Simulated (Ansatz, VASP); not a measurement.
**HfO2 in VASP and in Ansatz**

POSCAR

```
HfO2
1.0
    3.5768243322      0.0000000000      0.0000000000
    0.0000000000      3.5768243322      0.0000000000
    0.0000000000      0.0000000000      4.4222728606
Hf O
2 4
Direct
    0.5000000000      0.5000000000      0.5000000000
    0.0000000000      0.0000000000      0.0000000000
    0.0000000000      0.5000000000      0.6961635346
    0.5000000000      0.0000000000      0.8038364654
    0.5000000000      0.0000000000      0.3038364654
    0.0000000000      0.5000000000      0.1961635346
```

Contents of INCAR.step1:

```
  ALGO = Normal
  EDIFF = 1E-4
  ENCUT = 520
  GGA = PE
  ISMEAR = 0
  LASPH = True
  LCHARG = False
  LREAL = False
  LWAVE = True
  NBANDS = 31
  NELM = 100
  PREC = Accurate
  SIGMA = 0.05
```

Contents of INCAR.step2:

```
  ALGO = Normal
  EDIFF = 1E-6
  ENCUT = 520
  ISIF = 2
  ISMEAR = 0
  ISTART = 1
  LASPH = True
  LCHARG = True
  LELF = True
  LMIXTAU = True
  LREAL = False
  LVHAR = True
  LWAVE = False
  METAGGA = R2SCAN
  NBANDS = 31
  NELM = 100
  PREC = Accurate
  SIGMA = 0.05
```

KPOINTS

```
k-points
0
Gamma
  6 6 6
```

Input for Ansatz:

```yaml
crystal:
  lattice:
    - [3.5768243322, 0.0, 0.0]
    - [0.0, 3.5768243322, 0.0]
    - [0.0, 0.0, 4.4222728606]
  atoms:
    - { symbol: Hf, position: [0.5, 0.5, 0.5] }
    - { symbol: Hf, position: [0.0, 0.0, 0.0] }
    - { symbol: O, position: [0.0, 0.5, 0.6961635346] }
    - { symbol: O, position: [0.5, 0.0, 0.8038364654] }
    - { symbol: O, position: [0.5, 0.0, 0.3038364654] }
    - { symbol: O, position: [0.0, 0.5, 0.1961635346] }
basis:
  ecutwfc: 500
kpoints:
  mp_grid: { grid: [6, 6, 6] }
hamiltonian:
  xc: r2scan
scf:
  occupations: { method: gaussian, width: 0.05 }
output:
  forces: true
  stress: true
  eigenvalues: true
```

Change from the starting cell: strain -0.1500 x Voigt [0, 0, 1, 0, 0, 0], atoms carried along.

Alike in both runs: task single point; functional r2SCAN; k mesh 6 × 6 × 6; occupations gaussian, width 0.05 eV; no spin polarisation.

|  | VASP | Ansatz |
| --- | --- | --- |
| version | VASP 6.6.1 | Ansatz 0.2.0 |
| potentials or method | VASP PAW PBE potentials, release 64 (Hf_pv, O), cutoff 520 eV | scalar-relativistic, plane waves, PAW |
| valence electrons in the cell | 44 | 76 |

```tsv
	VASP	Ansatz	Ansatz less VASP
gap on the k mesh at the Fermi level (eV)	2.86	2.89	+0.025
least direct gap on the mesh (eV)	2.89	2.91	+0.020
pressure (GPa)	50.5	55.2	+4.67
traceless stress, the component that is largest in VASP (GPa)	51.65	50.55	-1.099
rms of the force components (eV/Å)	0.446	0.454	+0.0072
```

VASP's potentials were made for PBE, not for r2SCAN. Atom by atom the forces differ by 0.007 eV/Å (rms over components). Both programs put the cell under a high pressure, so it lies far from rest at this level. VASP's potentials hold 44 valence electrons a cell and Ansatz's 76, so a difference there can come from the potentials and not from the codes.

Spin-orbit coupling is off throughout.
